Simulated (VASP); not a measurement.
# CdO5 (P6/mmm) in VASP: notebook

CdO5 is run at these levels: PBE; tasks: single point.

Program: VASP 6.6.1. These are calculated values, not measurements. Logs are shortened: lines on timing, memory, paths and dates and some standing lists are left out, and cuts for length are marked.

## (1) The cell of the first run

Symmetry: P6/mmm, No. 191, hexagonal system. Conventional cell: a = 3.464 Å, b = 3.464 Å, c = 6.373 Å, α = 90.00°, β = 90.00°, γ = 120.00°. Within 2.3 Å of Cd (site symmetry 6/mmm) lie 8 O at 1.73 to 1.75 Å. Within 2.3 Å of O (site symmetry 6mm) lie 1 Cd at 1.75 Å. O (site symmetry mmm) has 4 O at 1.73 Å and 2 Cd at 1.73 Å within 2.3 Å.

## (2) Single point, PBE, collinear spin, ferromagnetic start

INCAR reads:

```
PREC = Accurate
ENCUT = 520
EDIFF = 1E-7
ISMEAR = 0
SIGMA = 0.1
LREAL = False
LASPH = True
NELM = 150
ALGO = Normal
ISIF = 2
LWAVE = False
LCHARG = True
ISPIN = 2
MAGMOM = 0 1 1 1 1 1
LORBIT = 11
GGA = PE
LELF = True
LVHAR = True
NBANDS = 34
```

KPOINTS reads:

```
Automatic mesh
0
Gamma
  6 6 4
```

POSCAR reads:

```
CdO5
1.0
    3.4637457600      0.0000000000      0.0000000000
   -1.7318728800      2.9996918200      0.0000000000
    0.0000000000      0.0000000000      6.3729934400
Cd O
1 5
Direct
    0.0000000000      0.0000000000      0.0000000000
    0.0000000000      0.0000000000      0.7247037700
    0.0000000000      0.0000000000      0.2752962300
    0.5000000000      0.0000000000      0.0000000000
    0.0000000000      0.5000000000      0.0000000000
    0.5000000000      0.5000000000      0.0000000000
```

Potentials or basis: VASP PAW PBE potentials, release 64 (Cd, O).

Started as:

```sh
cat potpaw_PBE.64/Cd/POTCAR potpaw_PBE.64/O/POTCAR > POTCAR
mpirun -np 1 vasp_std > vasp.out
```

OUTCAR:

```text
PREC = Accurate
   ENCUT = 520
   EDIFF = 1E-7
   ISMEAR = 0
   LREAL = False
   LASPH = True
   NELM = 150
   ISIF = 2
   ISPIN = 2
   LORBIT = 11
   GGA = PE

 ion  position               nearest neighbor table
   1  0.000  0.000  0.000-   5 1.73   6 1.73   5 1.73   6 1.73   4 1.73   4 1.73   2 1.75   3 1.75

   2  0.000  0.000  0.725-   1 1.75
   3  0.000  0.000  0.275-   1 1.75
   4  0.500  0.000  0.000-   5 1.73   6 1.73   6 1.73   5 1.73   1 1.73   1 1.73
   5  0.000  0.500  0.000-   1 1.73   4 1.73   1 1.73   4 1.73   6 1.73   6 1.73
   6  0.500  0.500  0.000-   1 1.73   4 1.73   4 1.73   1 1.73   5 1.73   5 1.73

  LATTYP: Found a hexagonal cell.
 ALAT       =     3.4637457600
 C/A-ratio  =     1.8399137470

  Lattice vectors:

 A1 = (   3.4637457600,   0.0000000000,   0.0000000000)
 A2 = (  -1.7318728800,   2.9996918200,   0.0000000000)
 A3 = (   0.0000000000,   0.0000000000,   6.3729934400)

Analysis of symmetry for initial positions (statically):
=====================================================================
 Subroutine PRICEL returns:
 Original cell was already a primitive cell.

 Routine SETGRP: Setting up the symmetry group for a
 hexagonal supercell.

 Subroutine GETGRP returns: Found 24 space group operations
 (whereof 24 operations were pure point group operations)
 out of a pool of 24 trial point group operations.

The static configuration has the point symmetry D_6h.

Analysis of symmetry for dynamics (positions and initial velocities):
=====================================================================
 Subroutine PRICEL returns:
 Original cell was already a primitive cell.

 Routine SETGRP: Setting up the symmetry group for a
 hexagonal supercell.

 Subroutine GETGRP returns: Found 24 space group operations
 (whereof 24 operations were pure point group operations)
 out of a pool of 24 trial point group operations.

The dynamic configuration has the point symmetry D_6h.

Analysis of structural, dynamic, and magnetic symmetry:
=====================================================================
 Subroutine PRICEL returns:
 Original cell was already a primitive cell.

 Routine SETGRP: Setting up the symmetry group for a
 hexagonal supercell.

 Subroutine GETGRP returns: Found 24 space group operations
 (whereof 24 operations were pure point group operations)
 out of a pool of 24 trial point group operations.

The overall configuration has the point symmetry D_6h.

 Subroutine INISYM returns: Found 24 space group operations
 (whereof 24 operations are pure point group operations),
[... 136 lines left out ...]
 NGX is ok and might be reduce to    28
   NGX = 13   NGY = 13   NGZ = 23

 number of electron      41.9999995 magnetization       1.7889744

 Free energy of the ion-electron system (eV)
  ---------------------------------------------------
  ext. energy  EPLUGINS =         0.00000000
  ---------------------------------------------------
  free energy    TOTEN  =         1.97375085 eV

  energy without entropy =        1.99736861  energy(sigma->0) =        1.98555973

 E-fermi :   0.6261     XC(G=0):  -9.7792

 val. band max:        0.6105052073   @ k =   0.3333   0.1667   0.2500
 cond. band min:       0.6408386469   @ k =   0.5000   0.0000   0.0000
 fundamental gap:      0.0303334396
 Fermi energy:         0.6260626952

 spin component 1

 k-point     1 :       0.0000    0.0000    0.0000
  band No.  band energies     occupation
      1     -26.5952      1.00000
      2     -19.7808      1.00000
      3     -19.7808      1.00000
      4     -18.5830      1.00000
      5     -17.0403      1.00000
      6     -12.4980      1.00000
[... 745 lines left out ...]
     32      18.7797      0.00000
     33      18.7797      0.00000
 Fermi energy:         0.6260626952

 spin component 2

 k-point     1 :       0.0000    0.0000    0.0000
  band No.  band energies     occupation
      1     -26.5327      1.00000
      2     -19.7127      1.00000
      3     -19.7127      1.00000
      4     -17.6739      1.00000
      5     -15.8808      1.00000
      6     -12.4595      1.00000
[... 745 lines left out ...]
     32      18.9047      0.00000
     33      18.9797      0.00000
 [bands above 33 left out]

------------------------ aborting loop because EDIFF is reached ----------------------------------------

  FORCE on cell =-STRESS in cart. coord.  units (eV):
  Direction    XX          YY          ZZ          XY          YZ          ZX
  --------------------------------------------------------------------------------------
  -------------------------------------------------------------------------------------
  Total       86.9331386     86.9331386     28.6093778      0.0000000     -0.0000000     -0.0000000
  in kB     2103.4385275   2103.4385269    692.2339213      0.0000000     -0.0000000     -0.0000000
  external PRESSURE =    1633.0369919 kB  Pullay stress =       0.0000000 kB

 VOLUME and BASIS-vectors are now :
 -----------------------------------------------------------------------------
  energy-cutoff  :      520.00
  volume of cell :       66.22
      direct lattice vectors                 reciprocal lattice vectors
     3.463745760  0.000000000  0.000000000     0.288704792  0.166683790  0.000000000
    -1.731872880  2.999691820  0.000000000     0.000000000  0.333367579  0.000000000
     0.000000000  0.000000000  6.372993440     0.000000000  0.000000000  0.156912134

 POSITION                                       TOTAL-FORCE (eV/Angst)
 -----------------------------------------------------------------------------------
      0.00000      0.00000      0.00000        -0.000000      0.000000      0.000000
      0.00000      0.00000      4.61853        -0.000000      0.000000     -8.323398
      0.00000      0.00000      1.75446         0.000000     -0.000000      8.323398
      1.73187      0.00000      0.00000        -0.000000      0.000000      0.000000
     -0.86594      1.49985      0.00000        -0.000000      0.000000      0.000000
      0.86594      1.49985      0.00000        -0.000000      0.000000      0.000000
 -----------------------------------------------------------------------------------
    total drift:                               -0.000000     -0.000000     -0.000000

  FREE ENERGIE OF THE ION-ELECTRON SYSTEM (eV)
  ---------------------------------------------------
  free  energy   TOTEN  =         1.9737508484 eV

  energy  without entropy=        1.9973686073  energy(sigma->0) =        1.98555973

 total charge

# of ion       s       p       d       tot
------------------------------------------
    1        0.740   1.447   9.852  12.038
    2        1.623   3.231   0.000   4.855
    3        1.623   3.231   0.000   4.855
    4        1.707   3.434   0.000   5.141
    5        1.707   3.434   0.000   5.141
    6        1.707   3.434   0.000   5.141
--------------------------------------------------
tot          9.109  18.210   9.852  37.171

 magnetization (x)

# of ion       s       p       d       tot
------------------------------------------
    1        0.001  -0.011   0.061   0.051
    2        0.006   0.646   0.000   0.653
    3        0.006   0.646   0.000   0.653
    4        0.000   0.042   0.000   0.042
    5        0.000   0.042   0.000   0.042
    6        0.000   0.042   0.000   0.042
--------------------------------------------------
tot          0.015   1.408   0.061   1.484
```

Wall time 3.3 min (1 thread of AMD EPYC 7R43 (Zen 3), shared host); peak memory 0.22 GiB.

What came out:

```
Free energy                                           : 1.9738 eV
Pressure                                              : 163.3 GPa
Largest force                                         : 8.323 eV/Å
Net moment                                            : 1.79 μB per cell
Site moments                                          : Cd +0.05; O +0.65, +0.04 μB
Valence electrons inside the program's atomic spheres : Cd 12.04; O 4.86, 5.14
```

Forces in eV/Å, atoms in the order of the input:
```
Cd   0.000  0.000  0.000
O    0.000  0.000 -8.323
O    0.000  0.000  8.323
O    0.000  0.000  0.000
O    0.000  0.000  0.000
O    0.000  0.000  0.000
```

Stress tensor (GPa, compression positive):
```
210.34   0.00   0.00
  0.00 210.34   0.00
  0.00   0.00  69.22
```

Caveat: forces of over 1 eV/Å act on the atoms, so gaps and moduli don't describe the material at rest.

## (3) Single point, PBE, collinear spin, ferromagnetic start

This run uses another cell than the first one, of 20.86 Å³/atom, 1.890 times its volume.

INCAR reads:

```
ALGO     = Normal         # electronic algorithm
EDIFF    = 1E-6           # SCF threshold, eV
ENCUT    = 520            # plane-wave cutoff, eV
GGA      = PE             # functional
ISIF     = 2              # what is computed and relaxed
ISMEAR   = 0              # smearing method
ISPIN    = 2              # spin polarisation
LASPH    = T              # aspherical terms in the spheres
LCHARG   = F              # write CHGCAR
LORBIT   = 11             # projections on sites
LREAL    = F              # projectors in reciprocal space
LWAVE    = F              # write WAVECAR
MAGMOM   = 0 1 1 1 1 1    # initial moments
NBANDS   = 34             # bands
NELM     = 150            # most SCF steps
PREC     = Accurate       # precision mode
SIGMA    = 0.1            # smearing width, eV
```

KPOINTS reads:

```
k-points
0
Gamma
  6 6 4
```

POSCAR reads:

```
CdO5
1.0
    4.4000159891      0.0000000000      0.0000000000
   -2.2000079946      3.8105256237      0.0000000000
    0.0000000000      0.0000000000      7.4660656986
Cd O
1 5
Direct
    0.0000000000      0.0000000000      0.0000000000
    0.0000000000      0.0000000000      0.5814618128
    0.0000000000      0.0000000000      0.4185381872
    0.5000000000      0.0000000000      0.0000000000
    0.0000000000      0.5000000000      0.0000000000
    0.5000000000      0.5000000000      0.0000000000
```

Potentials or basis: VASP PAW PBE potentials, release 64 (Cd, O).

Started as:

```sh
cat potpaw_PBE.64/Cd/POTCAR potpaw_PBE.64/O/POTCAR > POTCAR
mpirun -np 1 vasp_std > vasp.out
```

It took 9.5 min on 1 thread of AMD EPYC 7R43 (Zen 3), shared host; peak memory 0.33 GiB.

It converged, with:

```
Free energy                                           : -21.4591 eV
Pressure                                              : 1.0 GPa
Largest force                                         : 1.327 eV/Å
Net moment                                            : 1.28 μB per cell
Site moments                                          : Cd +0.07; O -0.00, +0.36 μB
Valence electrons inside the program's atomic spheres : Cd 10.20; O 4.91, 4.73
```

Forces in eV/Å, atoms in the order of the input:
```
Cd   0.000  0.000  0.000
O    0.000  0.000  1.327
O    0.000  0.000 -1.327
O    0.000  0.000  0.000
O    0.000  0.000  0.000
O    0.000  0.000  0.000
```

Stress tensor (GPa, compression positive):
```
0.54 0.00 0.00
0.00 0.54 0.00
0.00 0.00 1.96
```

Levels at points of the mesh, in eV from the Fermi level:
Spin up:
```
           k point  band 20  band 21  band 22  band 23  band 24  band 25
(0.00, 0.00, 0.00)    -0.39     0.05     0.05     1.27     1.27     3.06
(0.50, 0.00, 0.00)    -0.51    -0.44    -0.04     0.04     1.16     6.12
(0.00, 0.00, 0.50)    -0.39     0.05     0.05     1.27     1.27     2.87
(0.50, 0.00, 0.50)    -0.51    -0.42    -0.08     0.02     1.16     5.78
```
Spin down:
| k point | band 16 | band 17 | band 18 | band 19 | band 20 | band 21 | band 22 | band 23 | band 24 | band 25 |
| --- | --- | --- | --- | --- | --- | --- | --- | --- | --- | --- |
| (0.00, 0.00, 0.00) | -4.13 | -2.77 | -0.16 | -0.16 | 0.04 | 0.04 | 0.78 | 2.07 | 2.07 | 3.10 |
| (0.50, 0.00, 0.00) | -2.21 | -1.42 | -1.20 | -0.93 | -0.13 | -0.04 | 0.08 | 0.31 | 2.06 | 6.25 |
| (0.00, 0.00, 0.50) | -4.14 | -2.73 | -0.16 | -0.16 | 0.05 | 0.05 | 0.78 | 2.07 | 2.07 | 2.91 |
| (0.50, 0.00, 0.50) | -2.21 | -1.40 | -1.19 | -0.94 | -0.08 | -0.07 | 0.02 | 0.31 | 2.06 | 6.12 |

Caveat: the standard files for N, O and F lose accuracy on very short bonds; forces of over 1 eV/Å act on the atoms, so gaps and moduli don't describe the material at rest.

## (4) Single point, PBE, collinear spin, ferromagnetic start

This run uses another cell than the first one, of 22.45 Å³/atom, 2.034 times its volume.

INCAR reads:

```
PREC = Accurate
ENCUT = 520
EDIFF = 1E-6
ISMEAR = 0
SIGMA = 0.1
LREAL = F
LASPH = T
NELM = 150
ALGO = Normal
ISIF = 2
LWAVE = F
LCHARG = F
ISPIN = 2
MAGMOM = 0 0.5 0.5 0.5 0.5 0.5
LORBIT = 11
GGA = PE
NBANDS = 34
```

KPOINTS reads:

```
regular mesh
0
Gamma
  12 12 6
```

POSCAR reads:

```
CdO5
1.0
    4.3962022175      0.0000000000      0.0000000000
   -2.1981011088      3.8072228005      0.0000000000
    0.0000000000      0.0000000000      8.0468223700
Cd O
1 5
Direct
    0.0000000000      0.0000000000      0.0000000000
    0.0000000000      0.0000000000      0.5756218604
    0.0000000000      0.0000000000      0.4243781396
    0.5000000000      0.0000000000      0.0000000000
    0.0000000000      0.5000000000      0.0000000000
    0.5000000000      0.5000000000      0.0000000000
```

Started as:

```sh
cat potpaw_PBE.64/Cd/POTCAR potpaw_PBE.64/O/POTCAR > POTCAR
mpirun -np 1 vasp_std > vasp.out
```

It took 10 min on 1 thread of Intel Xeon 6975P-C (Granite Rapids), shared host; peak memory 0.64 GiB.

The run converged. Its results:

```
Free energy                                           : -21.3946 eV
Pressure                                              : 0.5 GPa
Largest force                                         : 1.251 eV/Å
Band gap on the k mesh                                : zero (filled and empty bands overlap)
Net moment                                            : 0.00 μB per cell
Valence electrons inside the program's atomic spheres : Cd 10.20; O 4.91, 4.73
```

Forces in eV/Å, atoms in the order of the input:
```
Cd   0.000  0.000  0.000
O    0.000  0.000  1.251
O    0.000  0.000 -1.251
O    0.000  0.000  0.000
O    0.000  0.000  0.000
O    0.000  0.000  0.000
```

Stress tensor (GPa, compression positive):
```
0.05 0.00 0.00
0.00 0.05 0.00
0.00 0.00 1.50
```

Levels at points of the mesh, in eV from the Fermi level:
Spin up:
```csv
k point,band 19,band 20,band 21,band 22,band 23,band 24
"(0.00, 0.00, 0.00)",-0.31,0.05,0.05,0.12,1.70,1.70
"(0.50, 0.00, 0.00)",-1.23,-0.23,-0.13,-0.06,0.04,1.60
"(0.00, 0.00, 0.50)",-0.31,0.05,0.05,0.12,1.70,1.70
"(0.50, 0.00, 0.50)",-1.23,-0.22,-0.13,-0.08,0.03,1.60
```
Spin down:
| k point | band 17 | band 18 | band 19 | band 20 | band 21 | band 22 | band 23 | band 24 | band 25 | band 26 |
| --- | --- | --- | --- | --- | --- | --- | --- | --- | --- | --- |
| (0.00, 0.00, 0.00) | -2.90 | -0.31 | -0.31 | 0.05 | 0.05 | 0.12 | 1.70 | 1.70 | 2.92 | 5.74 |
| (0.50, 0.00, 0.00) | -1.54 | -1.34 | -1.23 | -0.23 | -0.13 | -0.06 | 0.04 | 1.60 | 6.10 | 6.14 |
| (0.00, 0.00, 0.50) | -2.88 | -0.31 | -0.31 | 0.05 | 0.05 | 0.12 | 1.70 | 1.70 | 2.81 | 5.38 |
| (0.50, 0.00, 0.50) | -1.53 | -1.33 | -1.23 | -0.22 | -0.13 | -0.08 | 0.03 | 1.60 | 5.86 | 6.61 |

Caveat: the standard files for N, O and F lose accuracy on very short bonds; forces of over 1 eV/Å act on the atoms, so gaps and moduli don't describe the material at rest.

## (5) The runs side by side

```tsv
cell	k mesh	gap on the mesh (eV)	pressure (GPa)	moment (μB)	largest force (eV/Å)
a = 3.464, b = 3.464, c = 6.373 Å, angles 90.0, 90.0, 120.0°, 6 atoms	6 × 6 × 4	none	163.3	1.79	8.32
a = 4.400, b = 4.400, c = 7.466 Å, angles 90.0, 90.0, 120.0°, 6 atoms	6 × 6 × 4	none	1.0	1.28	1.33
a = 4.396, b = 4.396, c = 8.047 Å, angles 90.0, 90.0, 120.0°, 6 atoms	12 × 12 × 6	none	0.5	0.00	1.25
```

Alike in all rows: task single point; level PBE; potentials or basis VASP PAW PBE potentials, release 64 (Cd, O); spin collinear, ferromagnetic start; cutoff (eV) 520; smearing gaussian 0.1 eV.

Caveats: forces of over 1 eV/Å act on the atoms, so gaps and moduli don't describe the material at rest; the standard files for N, O and F lose accuracy on very short bonds (some runs).

Total energies depend on the potentials used, so only differences within one code and one set of settings carry meaning.
